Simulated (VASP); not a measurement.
Write the native input for VASP 6.6.1 that does the following.

* Task: single point
* Functional: LDA
* Potentials or basis: VASP PAW LDA potentials, release 64 (Sr_sv, Ni)
* Cutoff: 520 eV
* k mesh: 8 × 8 × 8
* Occupations: gaussian, width 0.05 eV
* Spin: collinear spin, ferromagnetic start
* Starting moments: [0.0, 0.44, 0.44, 0.44] μB
* Dipole correction: no
* Further INCAR settings: ALGO = Fast; EDIFF = 1e-07; NBANDS = 32

The structure of SrNi3 lies in POSCAR:

```
SrNi3
1.0
    3.9946464758      0.0000000000      0.0000000000
    0.0000000000      3.9946464758      0.0000000000
    0.0000000000      0.0000000000      3.9946464758
Sr Ni
1 3
Direct
    0.0000000000      0.0000000000      0.0000000000
    0.0000000000      0.5000000000      0.5000000000
    0.5000000000      0.5000000000      0.0000000000
    0.5000000000      0.0000000000      0.5000000000
```

The input as run:

INCAR

```
SYSTEM = SrNi3
PREC = Accurate
ENCUT = 520
EDIFF = 1E-7
ISMEAR = 0
SIGMA = 0.05
LREAL = .False.
LASPH = .True.
NELM = 150
ALGO = Fast
ISIF = 2
LWAVE = .False.
LCHARG = .True.
ISPIN = 2
MAGMOM = 0 0.44 0.44 0.44
LORBIT = 11
LMAXMIX = 4
LELF = .True.
LVHAR = .True.
NBANDS = 32
```

KPOINTS

```
Automatic mesh
0
Gamma
  8 8 8
  0 0 0
```

Potentials or basis: VASP PAW LDA potentials, release 64 (Sr_sv, Ni).

Run with:

```console
$ cat potpaw_LDA.64/Sr_sv/POTCAR potpaw_LDA.64/Ni/POTCAR > POTCAR
$ mpirun -np 1 vasp_std > vasp.out
```

It gave:

The pressure is -8.7 GPa, the net moment is 1.06 μB per cell and the site moments are Sr -0.02; Ni +0.37 μB. The valence electrons inside the program's atomic spheres are Sr 8.29; Ni 9.10.

Wall time 2.3 min on 1 thread of Oxide Virtual Turin-like Processor, on a shared host, peak memory 0.2 GiB.
